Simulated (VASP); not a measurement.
Wanted: the native input for a VASP 6.6.1 run.

* Task: single point
* Functional: PBE
* Potentials or basis: VASP PAW PBE potentials, release 64 (Co)
* Cutoff: 520 eV
* k mesh: 18 × 18 × 10
* Occupations: fermi-dirac, width 0.1 eV
* Spin: collinear spin, ferromagnetic start
* Starting moments: [1.7, 1.7] μB
* Dipole correction: no
* Further INCAR settings: ALGO = Normal; EDIFF = 1e-06; NBANDS = 20

The structure of Co lies in POSCAR:

```
Co
1.0
    2.4195667804      0.0000000000      0.0000000000
   -1.2097833902      2.0954062980      0.0000000000
    0.0000000000      0.0000000000      3.9121719687
Co
2
Direct
    0.3333333333      0.6666666667      0.2500000000
    0.6666666667      0.3333333333      0.7500000000
```

These files were run (other wordings do the same):

INCAR

```
PREC     = Accurate       # precision mode
ENCUT    = 520            # plane-wave cutoff, eV
EDIFF    = 1E-6           # SCF threshold, eV
ISMEAR   = -1             # smearing method
SIGMA    = 0.1            # smearing width, eV
LREAL    = F              # projectors in reciprocal space
LASPH    = T              # aspherical terms in the spheres
NELM     = 150            # most SCF steps
ALGO     = Normal         # electronic algorithm
ISIF     = 2              # what is computed and relaxed
LWAVE    = F              # write WAVECAR
LCHARG   = T              # write CHGCAR
ISPIN    = 2              # spin polarisation
MAGMOM   = 1.7 1.7        # initial moments
LORBIT   = 11             # projections on sites
LMAXMIX  = 4              # l up to which the mixer works
GGA      = PE             # functional
LELF     = T              # ELF
LVHAR    = T            
NBANDS   = 20             # bands
```

KPOINTS

```
regular mesh
0
Gamma
  18 18 10
```

Potentials or basis: VASP PAW PBE potentials, release 64 (Co).

The run is started by

```bash
$ cat potpaw_PBE.64/Co/POTCAR > POTCAR
$ mpirun -np 1 vasp_std > vasp.out
```

Results of the run:

```yaml
Pressure: 22.8 GPa
Net_moment: 3.06 μB per cell
Site_moments: Co +1.53 μB
Valence_electrons_inside_the_program's_atomic_spheres: Co 8.46
```

Caveat: the cell stands under pressure.

Wall time 3 min on 1 thread of Intel Xeon 8259CL, on a shared host, peak memory 0.23 GiB.
